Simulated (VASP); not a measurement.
Input of a VASP 6.6.1 run:

Contents of INCAR:

```
SYSTEM = Be5Te2
PREC = Accurate ; ENCUT = 520
EDIFF = 1E-7 ; ISMEAR = 0
SIGMA = 0.2 ; LREAL = .False.
LASPH = .True. ; NELM = 100
ALGO = Normal ; ISIF = 2
LWAVE = .False. ; LCHARG = .False.
GGA = PE ; NBANDS = 20
```

KPOINTS

```
regular mesh
0
Gamma
  6 6 2
  0 0 0
```

POSCAR

```
Be5Te2
1.0
    3.8390622840      0.0000000000      0.0000000000
   -1.9195311420      3.3247254646      0.0000000000
    0.0000000000      0.0000000000      9.7368611457
Be Te
5 2
Direct
    0.0000000000      1.0000000000      0.0000000000
    0.6666666667      0.3333333333      0.9916677743
    0.3333333333      0.6666666667      0.0083322257
    0.6666666667      0.3333333333      0.4193840621
    0.3333333333      0.6666666667      0.5806159379
    0.3333333333      0.6666666667      0.3184653671
    0.6666666667      0.3333333333      0.6815346329
```

Potentials or basis: VASP PAW PBE potentials, release 64 (Be, Te).

Command:

```console
$ cat potpaw_PBE.64/Be/POTCAR potpaw_PBE.64/Te/POTCAR > POTCAR
$ mpirun -np 1 vasp_std > vasp.out
```

Predict the largest force.

0.097 eV/Å.

Estimate the pressure.

0.0 GPa.

Forces in eV/Å, atoms in the order of the input:
```
Be   0.000  0.000  0.000
Be   0.000  0.000 -0.015
Be   0.000  0.000  0.015
Be   0.000  0.000 -0.026
Be   0.000  0.000  0.026
Te   0.000  0.000 -0.097
Te   0.000  0.000  0.097
```
